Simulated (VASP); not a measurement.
# ZrB (Fm-3m) in VASP: a series of runs

Aim: see how the results for ZrB move with the level of theory and the settings. Levels: RPBE+D3(BJ), r2SCAN+rVV10. Tasks: relaxation of cell and atoms, single point.

Program: VASP 6.6.1. These are calculated values, not measurements. Logs are shortened: lines on timing, memory, paths and dates and some standing lists are left out, and cuts for length are marked.

## Step 1: The cell of the first run

Symmetry: Fm-3m, No. 225, cubic system. The conventional cell has a = 4.650 Å, b = 4.650 Å, c = 4.650 Å, α = 90.00°, β = 90.00°, γ = 90.00°. Zr (site symmetry m-3m) has 6 B at 2.33 Å within 3.1 Å. Within 3.1 Å of B (site symmetry m-3m) lie 6 Zr at 2.33 Å.

## Step 2: Relaxation of cell and atoms, RPBE+D3(BJ)

File INCAR:

```
  PREC = Accurate
  ENCUT = 600
  EDIFF = 1E-7
  ISMEAR = -1
  SIGMA = 0.05
  LREAL = False
  LASPH = True
  NELM = 100
  ALGO = Normal
  ISIF = 3
  LWAVE = False
  LCHARG = False
  GGA = RP
  IVDW = 12
  IBRION = 2
  NSW = 60
  EDIFFG = -0.01
```

File KPOINTS:

```
regular mesh
0
Gamma
  10 10 10
```

File POSCAR:

```
ZrB
1.0
    0.0000000000      2.3250000000      2.3250000000
    2.3250000000      0.0000000000      2.3250000000
    2.3250000000      2.3250000000      0.0000000000
Zr B
1 1
Direct
    0.0000000000      0.0000000000      0.0000000000
    0.5000000000      0.5000000000      0.5000000000
```

Potentials or basis: VASP PAW PBE potentials, release 64 (Zr_sv, B).

On the command line:

```sh
cat potpaw_PBE.64/Zr_sv/POTCAR potpaw_PBE.64/B/POTCAR > POTCAR
mpirun -np 1 vasp_std > vasp.out
```

OUTCAR:

```text
PREC = Accurate
   ENCUT = 600
   EDIFF = 1E-7
   ISMEAR = -1
   LREAL = False
   LASPH = True
   NELM = 100
   ISIF = 3
   GGA = RP
   IVDW = 12
   IBRION = 2
   NSW = 60
   EDIFFG = -0.01
 IVDW          = 12

 ion  position               nearest neighbor table
   1  0.000  0.000  0.000-   2 2.33   2 2.33   2 2.33   2 2.33   2 2.33   2 2.33
   2  0.500  0.500  0.500-   1 2.33   1 2.33   1 2.33   1 2.33   1 2.33   1 2.33

  LATTYP: Found a face centered cubic cell.
 ALAT       =     4.6500000000

  Lattice vectors:

 A1 = (   0.0000000000,   2.3250000000,   2.3250000000)
 A2 = (   2.3250000000,   0.0000000000,   2.3250000000)
 A3 = (   2.3250000000,   2.3250000000,   0.0000000000)

Analysis of symmetry for initial positions (statically):
=====================================================================
 Subroutine PRICEL returns:
 Original cell was already a primitive cell.

 Routine SETGRP: Setting up the symmetry group for a
 face centered cubic supercell.

 Subroutine GETGRP returns: Found 48 space group operations
 (whereof 48 operations were pure point group operations)
 out of a pool of 48 trial point group operations.

The static configuration has the point symmetry O_h .

Analysis of symmetry for dynamics (positions and initial velocities):
=====================================================================
 Subroutine PRICEL returns:
 Original cell was already a primitive cell.

 Routine SETGRP: Setting up the symmetry group for a
 face centered cubic supercell.

 Subroutine GETGRP returns: Found 48 space group operations
 (whereof 48 operations were pure point group operations)
 out of a pool of 48 trial point group operations.

The dynamic configuration has the point symmetry O_h .

 Subroutine INISYM returns: Found 48 space group operations
 (whereof 48 operations are pure point group operations),
 and found     1 'primitive' translations

----------------------------------------------------------------------------------------

                                     Primitive cell

  volume of cell :      25.1362

  direct lattice vectors                    reciprocal lattice vectors
     0.000000000  2.325000000  2.325000000    -0.215053763  0.215053763  0.215053763
     2.325000000  0.000000000  2.325000000     0.215053763 -0.215053763  0.215053763
     2.325000000  2.325000000  0.000000000     0.215053763  0.215053763 -0.215053763

  length of vectors
     3.288046533  3.288046533  3.288046533     0.372484045  0.372484045  0.372484045

  position of ions in fractional coordinates (direct lattice)
     0.000000000  0.000000000  0.000000000
     0.500000000  0.500000000  0.500000000

  ion indices of the primitive-cell ions
   primitive index   ion index
                 1           1
                 2           2

----------------------------------------------------------------------------------------

 KPOINTS: regular mesh

Automatic generation of k-mesh.
 Grid dimensions read from file:
 generate k-points for:   10   10   10

 Generating k-lattice:

  Cartesian coordinates                     Fractional coordinates (reciprocal lattice)
    -0.021505376  0.021505376  0.021505376     0.100000000  0.000000000  0.000000000
     0.021505376 -0.021505376  0.021505376     0.000000000  0.100000000  0.000000000
     0.021505376  0.021505376 -0.021505376     0.000000000  0.000000000  0.100000000

  Length of vectors
     0.037248404  0.037248404  0.037248404

  Shift w.r.t. Gamma in fractional coordinates (k-lattice)
     0.000000000  0.000000000  0.000000000

 Subroutine IBZKPT returns following result:
 ===========================================

 Found     47 irreducible k-points:

 Following reciprocal coordinates:
            Coordinates               Weight
  0.000000  0.000000  0.000000      1.000000
  0.100000  0.000000  0.000000      8.000000
  0.200000  0.000000  0.000000      8.000000
  0.300000  0.000000  0.000000      8.000000
  0.400000  0.000000  0.000000      8.000000
  0.500000  0.000000  0.000000      4.000000
[... 16 lines left out ...]
  0.300000  0.300000  0.000000      6.000000
  0.400000  0.300000  0.000000     24.000000
 [... further k-points ...]
   k-points           NKPTS =     47   k-points in BZ     NKDIM =     47   number of bands    NBANDS=     11
   number of dos      NEDOS =    301   number of ions     NIONS =      2
   total plane-waves  NPLWV =  21952
   dimension x,y,z NGX =    28 NGY =   28 NGZ =   28
   dimension x,y,z NGXF=    56 NGYF=   56 NGZF=   56
   ions per type =               1   1
   NGX,Y,Z   is equivalent  to a cutoff of  14.16, 14.16, 14.16 a.u.
   NGXF,Y,Z  is equivalent  to a cutoff of  28.31, 28.31, 28.31 a.u.
 SYSTEM =  unknown system
   PREC   = accura    normal or accurate (medium, high low for compatibility)
   ISTART =      0    job   : 0-new  1-cont  2-samecut
   ICHARG =      2    charge: 1-file 2-atom 10-const
   ISPIN  =      1    spin polarized calculation?
   LNONCOLLINEAR =      F non collinear calculations
   LSORBIT =      F    spin-orbit coupling
   LASPH  =      T    aspherical Exc in radial PAW
   ENCUT  =  600.0 eV  44.10 Ry    6.64 a.u.   6.57  6.57  6.57*2*pi/ulx,y,z
   NELM   =    100;   NELMIN=  2; NELMDL= -5     # of ELM steps
   EDIFF  = 0.1E-06   stopping-criterion for ELM
   LREAL  =      F    real-space projection
   EDIFFG = -.1E-01   stopping-criterion for IOM
   NSW    =     60    number of steps for IOM
   IBRION =      2    ionic relax: 0-MD 1-quasi-New 2-CG
   NFREE  =      1    steps in history (QN), initial steepest desc. (CG)
   ISIF   =      3    stress and relaxation
   ISYM   =      2    0-nonsym 1-usesym 2-fastsym
   POTIM  = 0.5000    time-step for ionic-motion
   TEBEG  =    0.0;   TEEND  =   0.0 temperature during run
   PSTRESS=    0.0 pullay stress
   NELECT =      15.0000    total number of electrons
   NUPDOWN=      -1.0000    fix difference up-down
   EMIN   =  10.00;   EMAX   =-10.00  energy-range for DOS
   EFERMI =   0.00;   METHOD = LEGACY
   ISMEAR =    -1;   SIGMA  =   0.05  broadening in eV -4-tet -1-fermi 0-gaus
   EFERMI_NEDOS =   21; number of points for ismear=-14 and -15
   IALGO  =     38    algorithm
   IMIX   =      4    mixing-type and parameters
     AMIX     =   0.40;   BMIX     =  1.00
     AMIX_MAG =   1.60;   BMIX_MAG =  1.00
  volume/ion in A,a.u.               =      12.57        84.81
  Fermi-wavevector in a.u.,A,eV,Ry     =   1.378285  2.604581 25.846565  1.899669
  Thomas-Fermi vector in A             =   2.503360
   LORBIT       =      0    0 simple, 1 ext, 2 COOP (PROOUT), +10 PAW based schemes
   GGA     = RP    functional components
   LHFCALC =     F    Hartree Fock is set to
   AEXX    =    0.0000 exact exchange contribution
   IVDW    =    12    specifies the selected vdW correction
   LEPSILON=     F    determine dielectric tensor
   LRPA    =     F    only Hartree local field effects (RPA)
 conjugate gradient relaxation of ions
 non-spin polarized calculation
  energy-cutoff  :      600.00
  volume of cell :       25.14
 maximum number of plane-waves:       869
 NGX is ok and might be reduce to    28
   NGX = 13   NGY = 13   NGZ = 13

--------------------------------------- Ionic step        1  -------------------------------------------

 number of electron      15.0000000 magnetization

 Free energy of the ion-electron system (eV)
  ---------------------------------------------------
  ext. energy  EPLUGINS =         0.00000000
  ---------------------------------------------------
  free energy    TOTEN  =       -14.78379427 eV

  energy without entropy =      -14.77507326  energy(sigma->0) =      -14.77943376

------------------------ aborting loop because EDIFF is reached ----------------------------------------

 Edisp (eV)   -5.34968

 E8    (eV) :    -3.7262

  FORCE on cell =-STRESS in cart. coord.  units (eV):
  Direction    XX          YY          ZZ          XY          YZ          ZX
  --------------------------------------------------------------------------------------
  -------------------------------------------------------------------------------------
  Total      -0.11434    -0.11434    -0.11434    -0.00000    -0.00000     0.00000
  in kB      -7.28810    -7.28810    -7.28810    -0.00000    -0.00000     0.00000
  external pressure =       -7.29 kB  Pullay stress =        0.00 kB
[... 61 lines left out ...]
  energy  without entropy=      -20.1246718312  energy(sigma->0) =      -20.12893805

--------------------------------------- Ionic step        3  -------------------------------------------

 number of electron      15.0000000 magnetization

 Free energy of the ion-electron system (eV)
  ---------------------------------------------------
  ext. energy  EPLUGINS =         0.00000000
  ---------------------------------------------------
  free energy    TOTEN  =       -14.76425909 eV

  energy without entropy =      -14.75561242  energy(sigma->0) =      -14.75993575

 E-fermi :   9.1335     XC(G=0): -12.1865

 val. band max:        9.0894429559   @ k =   0.3000   0.2000   0.1000
 cond. band min:       9.1516823662   @ k =   0.5000   0.3000   0.1000
 fundamental gap:      0.0622394104
 Fermi energy:         9.1335153988

 k-point     1 :       0.0000    0.0000    0.0000
  band No.  band energies     occupation
      1     -37.6435      2.00000
      2     -15.3811      2.00000
      3     -15.3811      2.00000
      4     -15.3811      2.00000
      5       0.7664      2.00000
      6      11.0766      0.00000
      7      11.0766      0.00000
      8      11.0766      0.00000
      9      12.8441      0.00000
     10      12.8441      0.00000
     11      12.9729      0.00000
[... 309 lines left out ...]
 k-point    24 :       0.4000    0.3000    0.0000
  band No.  band energies     occupation
      1     -37.5130      2.00000
      2     -16.0912      2.00000
      3     -15.6663      2.00000
      4     -15.6357      2.00000
      5       2.9737      2.00000
      6       7.4780      2.00000
      7       8.3847      2.00000
      8      10.5158      0.00000
      9      11.3375      0.00000
     10      14.7849      0.00000
     11      16.4152      0.00000

 [... further k-points ...]

------------------------ aborting loop because EDIFF is reached ----------------------------------------

 Edisp (eV)   -5.36940

 E8    (eV) :    -3.7403

  FORCE on cell =-STRESS in cart. coord.  units (eV):
  Direction    XX          YY          ZZ          XY          YZ          ZX
  --------------------------------------------------------------------------------------
  -------------------------------------------------------------------------------------
  Total       0.00187     0.00187     0.00187    -0.00000    -0.00000    -0.00000
  in kB       0.11975     0.11975     0.11975    -0.00000    -0.00000    -0.00000
  external pressure =        0.12 kB  Pullay stress =        0.00 kB
[... 17 lines left out ...]
  FREE ENERGIE OF THE ION-ELECTRON SYSTEM (eV)
  ---------------------------------------------------
  free  energy   TOTEN  =       -20.1336639334 eV

  energy  without entropy=      -20.1250172655  energy(sigma->0) =      -20.12934060

 reached required accuracy - stopping structural energy minimisation
```

It took 38 s on 1 thread of Intel Xeon 6975P-C, shared host; peak memory 0.18 GiB.

Results:

* Free energy: -20.1337 eV
* Relaxed volume: 12.53 Å³/atom
* Relaxed cell: a = 3.284 Å, b = 3.284 Å, c = 3.284 Å, α = 60.00°, β = 60.00°, γ = 60.00°
* Space group after relaxing (to 0.05 Å): Fm-3m (No. 225)
* Energy gained by relaxing: 0.1 meV/atom
* Ionic steps: 3
* Pressure after relaxing: 0.0 GPa
* Dispersion energy per atom: -2.685 eV

Step by step:
| step | energy change (eV) | largest force (eV/Å) | pressure (GPa) | volume (Å³) |
| --- | --- | --- | --- | --- |
| 1 | 0.0000 | 0.0000 | -0.73 | 25.14 |
| 2 | 0.0003 | 0.0000 | 1.18 | 24.93 |
| 3 | -0.0002 | 0.0000 | 0.01 | 25.05 |

Final structure:
```
Zr B
1.0
     0.00000    2.32248    2.32248
     2.32248    0.00000    2.32248
     2.32248    2.32248    0.00000
Zr B
1 1
Direct
  0.00000 0.00000 0.00000
  0.50000 0.50000 0.50000
```

Caveat: the PAW data sets were made with another functional, which shifts forces and pressure a little; pairwise dispersion overbinds metals, which lowers pressure and volume.

## Step 3: Single point, r2SCAN+rVV10

This run uses another cell than the first one, of 11.81 Å³/atom, 0.940 times its volume.

File POSCAR:

```
ZrB
1.0
    0.0000000000      2.2775377028      2.2775377028
    2.2775377028      0.0000000000      2.2775377028
    2.2775377028      2.2775377028      0.0000000000
Zr B
1 1
Direct
    0.0000000000      0.0000000000      0.0000000000
    0.5000000000      0.5000000000      0.5000000000
```

File INCAR.step1:

```
SYSTEM = ZrB
PREC = Accurate ; ENCUT = 520
ISMEAR = 1 ; SIGMA = 0.05
LREAL = .FALSE. ; LASPH = .TRUE.
NELM = 60 ; NBANDS = 14
GGA = PE ; ALGO = Normal
EDIFF = 1E-4 ; LWAVE = .TRUE.
LCHARG = .FALSE.
```

File INCAR.step2:

```
SYSTEM = ZrB
PREC = Accurate ; ENCUT = 520
EDIFF = 1E-6 ; ISMEAR = 1
SIGMA = 0.05 ; LREAL = .FALSE.
LASPH = .TRUE. ; NELM = 60
ALGO = Normal ; ISIF = 2
LWAVE = .FALSE. ; LCHARG = .FALSE.
METAGGA = R2SCAN ; LMIXTAU = .TRUE.
LUSE_VDW = .TRUE. ; IVDW_NL = 2
BPARAM = 11.95 ; CPARAM = 0.0093
NBANDS = 14 ; ISTART = 1
```

File KPOINTS:

```
Automatic mesh
0
G
  10 10 10
  0 0 0
```

Potentials or basis: VASP PAW PBE potentials, release 64 (Zr_sv, B).

On the command line:

```sh
cat potpaw_PBE.64/Zr_sv/POTCAR potpaw_PBE.64/B/POTCAR > POTCAR
cp INCAR.step1 INCAR
mpirun -np 1 vasp_std > vasp.out
cp INCAR.step2 INCAR
mpirun -np 1 vasp_std > vasp.out
```

Wall time 64 s (1 thread of Intel Xeon 6975P-C (Granite Rapids), shared host); peak memory 0.21 GiB.

It converged, with:

* Free energy: -29.9015 eV
* Pressure: 55.4 GPa

Levels at points of the mesh, in eV from the Fermi level:
```
           k point  band 6  band 7  band 8  band 9  band 10  band 11
(0.00, 0.00, 0.00)    2.24    2.24    2.24    4.12     4.12     4.16
(0.50, 0.00, 0.00)   -3.72   -1.62   -1.62    6.59     6.59     8.45
(0.50, 0.50, 0.00)   -1.27   -0.14    2.89    2.89     6.11     7.92
```

Caveat: the PAW data sets were made with another functional, which shifts forces and pressure a little.

## Step 4: Single point, r2SCAN+rVV10

This run uses another cell than the first one, of 12.07 Å³/atom, 0.960 times its volume.

File POSCAR:

```
ZrB
1.0
    0.0000000000      2.2935772291      2.2935772291
    2.2935772291      0.0000000000      2.2935772291
    2.2935772291      2.2935772291      0.0000000000
Zr B
1 1
Direct
    0.0000000000      0.0000000000      0.0000000000
    0.5000000000      0.5000000000      0.5000000000
```

File INCAR.step1:

```
SYSTEM = ZrB
PREC = Accurate
ENCUT = 520
ISMEAR = 1
SIGMA = 0.05
LREAL = .FALSE.
LASPH = .TRUE.
NELM = 100
NBANDS = 14
GGA = PE
ALGO = Normal
EDIFF = 1E-4
LWAVE = .TRUE.
LCHARG = .FALSE.
```

File INCAR.step2:

```
SYSTEM = ZrB
PREC = Accurate
ENCUT = 520
EDIFF = 1E-7
ISMEAR = 1
SIGMA = 0.05
LREAL = .FALSE.
LASPH = .TRUE.
NELM = 100
ALGO = Normal
ISIF = 2
LWAVE = .FALSE.
LCHARG = .FALSE.
METAGGA = R2SCAN
LMIXTAU = .TRUE.
LUSE_VDW = .TRUE.
IVDW_NL = 2
BPARAM = 11.95
CPARAM = 0.0093
NBANDS = 14
ISTART = 1
```

File KPOINTS:

```
regular mesh
0
G
  10 10 10
  0 0 0
```

Potentials or basis: VASP PAW PBE potentials, release 64 (Zr_sv, B).

On the command line:

```sh
cat potpaw_PBE.64/Zr_sv/POTCAR potpaw_PBE.64/B/POTCAR > POTCAR
cp INCAR.step1 INCAR
mpirun -np 1 vasp_std > vasp.out
cp INCAR.step2 INCAR
mpirun -np 1 vasp_std > vasp.out
```

OUTCAR:

```text
SYSTEM = ZrB
   PREC = Accurate
   ENCUT = 520
   EDIFF = 1E-7
   ISMEAR = 1
   LREAL = .FALSE.
   LASPH = .TRUE.
   NELM = 100
   ISIF = 2
   METAGGA = R2SCAN
   IVDW_NL = 2
   BPARAM = 11.95
   ISTART = 1

 ion  position               nearest neighbor table
   1  0.000  0.000  0.000-   2 2.29   2 2.29   2 2.29   2 2.29   2 2.29   2 2.29
   2  0.500  0.500  0.500-   1 2.29   1 2.29   1 2.29   1 2.29   1 2.29   1 2.29

  LATTYP: Found a face centered cubic cell.
 ALAT       =     4.5871544582

  Lattice vectors:

 A1 = (   0.0000000000,   2.2935772291,   2.2935772291)
 A2 = (   2.2935772291,   0.0000000000,   2.2935772291)
 A3 = (   2.2935772291,   2.2935772291,   0.0000000000)

Analysis of symmetry for initial positions (statically):
=====================================================================
 Subroutine PRICEL returns:
 Original cell was already a primitive cell.

 Routine SETGRP: Setting up the symmetry group for a
 face centered cubic supercell.

 Subroutine GETGRP returns: Found 48 space group operations
 (whereof 48 operations were pure point group operations)
 out of a pool of 48 trial point group operations.

The static configuration has the point symmetry O_h .

[... 170 lines left out ...]
  band No.  band energies     occupation
      1     -38.7701      2.00000
      2     -15.7654      2.00000
      3     -15.7654      2.00000
      4     -15.7654      2.00000
      5       0.4475      2.00000
      6      11.6439      0.00000
      7      11.6439      0.00000
      8      11.6439      0.00000
      9      13.4686      0.00000
     10      13.4686      0.00000
     11      13.5338      0.00000
     12      13.5338      0.00000
     13      13.5338      0.00000
     14      21.1603      0.00000
[... 377 lines left out ...]
      1     -38.6026      2.00000
      2     -16.6220      2.00000
      3     -16.1065      2.00000
      4     -16.0690      2.00000
      5       2.7624      2.00000
      6       7.6678      2.00000
      7       8.6373      2.00000
      8      10.9418      0.00000
      9      11.8552      0.00000
     10      15.6101      0.00000
     11      17.4785      0.00000
     12      17.7184      0.00000
     13      22.2005      0.00000
     14      25.3467      0.00000

 [... further k-points ...]
[... 5 lines left out ...]
  --------------------------------------------------------------------------------------
  -------------------------------------------------------------------------------------
  Total        7.2685069      7.2685069      7.2685069      0.0000000      0.0000000      0.0000000
  in kB      482.5981934    482.5981934    482.5981934      0.0000000      0.0000000      0.0000000
  external PRESSURE =     482.5981934 kB  Pullay stress =       0.0000000 kB

 VOLUME and BASIS-vectors are now :
 -----------------------------------------------------------------------------
  energy-cutoff  :      520.00
  volume of cell :       24.13
      direct lattice vectors                 reciprocal lattice vectors
     0.000000000  2.293577229  2.293577229    -0.218000072  0.218000072  0.218000072
     2.293577229  0.000000000  2.293577229     0.218000072 -0.218000072  0.218000072
     2.293577229  2.293577229  0.000000000     0.218000072  0.218000072 -0.218000072

 POSITION                                       TOTAL-FORCE (eV/Angst)
 -----------------------------------------------------------------------------------
      0.00000      0.00000      0.00000         0.000000      0.000000      0.000000
      2.29358      2.29358      2.29358        -0.000000     -0.000000     -0.000000
 -----------------------------------------------------------------------------------
    total drift:                                0.000000     -0.000000     -0.000000

  FREE ENERGIE OF THE ION-ELECTRON SYSTEM (eV)
  ---------------------------------------------------
  free  energy   TOTEN  =       -30.0642058006 eV

  energy  without entropy=      -30.0632226218  energy(sigma->0) =      -30.06387807
```

Run time: 71 s. Hardware: 1 thread of Intel Xeon 6975P-C (Granite Rapids), shared host; peak memory 0.22 GiB.

What came out:

```yaml
Free_energy: -30.0642 eV
Pressure: 48.3 GPa
```

Levels at points of the mesh, in eV from the Fermi level:
| k point | band 4 | band 5 | band 6 | band 7 | band 8 | band 9 | band 10 | band 11 | band 12 | band 13 |
| --- | --- | --- | --- | --- | --- | --- | --- | --- | --- | --- |
| (0.00, 0.00, 0.00) | -25.19 | -8.98 | 2.22 | 2.22 | 2.22 | 4.04 | 4.04 | 4.11 | 4.11 | 4.11 |
| (0.50, 0.00, 0.00) | -25.30 | -4.51 | -3.83 | -1.58 | -1.58 | 6.45 | 6.45 | 8.25 | 8.79 | 14.74 |
| (0.50, 0.50, 0.00) | -25.59 | -7.14 | -1.20 | -0.24 | 2.81 | 2.81 | 5.97 | 7.74 | 7.74 | 11.88 |

Caveat: the PAW data sets were made with another functional, which shifts forces and pressure a little.

(Continued in part 2 of 2.)
